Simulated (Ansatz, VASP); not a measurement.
Two plane-wave programs on ZrB2

```
Zr B
1.0
    -2.08189    2.08189    3.76957
     2.08189   -2.08189    3.76957
     2.08189    2.08189   -3.76957
Zr B
2 4
Direct
  0.19125 0.19125 0.00000
  0.80875 0.80875 0.00000
  0.50000 0.20086 0.70086
  0.50000 0.79914 0.29914
  0.79914 0.50000 0.29914
  0.20086 0.50000 0.70086
```

Alike in both runs: functional PBE; k mesh 12 × 12 × 12; occupations gaussian, width 0.1 eV; no spin polarisation.

Ansatz relaxed the structure, and its values are those at the end. VASP's run is a single point on that final structure, the one shown.

|  | VASP | Ansatz |
| --- | --- | --- |
| version | VASP 6.6.1 | Ansatz 0.2.0 |
| potentials or method | VASP PAW PBE potentials, release 64 (Zr_sv, B), cutoff 520 eV | scalar-relativistic, plane waves, PAW |
| valence electrons in the cell | 36 | 36 |

```csv
,VASP,Ansatz,Ansatz less VASP
gap on the k mesh at the Fermi level (eV),none,none,-
pressure (GPa),0.1,0.0,-0.09
```

A gap of «none» marks a metal or a gap that the smearing closes. With one functional, cell and mesh, what is left measures potentials, basis and numerics.
